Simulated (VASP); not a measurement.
Here is a VASP 6.6.1 calculation.

File INCAR:

```
SYSTEM = Zr3GeTe4
  ALGO = Normal
  EDIFF = 1E-7
  ENCUT = 520
  GGA = PE
  ISIF = 2
  ISMEAR = 0
  ISPIN = 2
  LASPH = .True.
  LCHARG = .False.
  LMAXMIX = 4
  LORBIT = 11
  LREAL = .False.
  LWAVE = .False.
  MAGMOM = 1 1 1 0 0 0 0 0
  NBANDS = 51
  NELM = 150
  PREC = Accurate
  SIGMA = 0.1
```

The input KPOINTS:

```
k-points
0
Gamma
  6 6 1
  0 0 0
```

File POSCAR:

```
Zr3GeTe4
1.0
    3.8324333867      0.0000000000      0.0000000000
   -1.9162166934      3.3189846712      0.0000000000
    0.0000000000      0.0000000000     15.7590685750
Zr Ge Te
3 1 4
Direct
    0.0000000000      0.0000000000      0.5000000000
    0.0000000000      0.0000000000      0.2533829920
    0.0000000000      0.0000000000      0.7466170080
    0.0000000000      0.0000000000      0.0000000000
    0.3333333333      0.6666666667      0.8677080826
    0.3333333333      0.6666666667      0.3772186597
    0.6666666667      0.3333333333      0.1322919174
    0.6666666667      0.3333333333      0.6227813403
```

Potentials or basis: VASP PAW PBE potentials, release 64 (Zr_sv, Ge_d, Te).

Run with:

```sh
$ cat potpaw_PBE.64/Zr_sv/POTCAR potpaw_PBE.64/Ge_d/POTCAR potpaw_PBE.64/Te/POTCAR > POTCAR
$ mpirun -np 1 vasp_std > vasp.out
```

Q: Estimate the pressure.

A: 0.2 GPa.

Q: Predict the largest force.

A: 0.236 eV/Å.

Q: Estimate the band gap on the k mesh.

A: Zero (filled and empty bands overlap).

Stress tensor (GPa, compression positive):
```
0.06 0.00 0.00
0.00 0.06 0.00
0.00 0.00 0.36
```

Caveat: the k points lie up to 0.40 Å⁻¹ apart; spin-orbit coupling is left out, which moves the levels of the heavy elements.
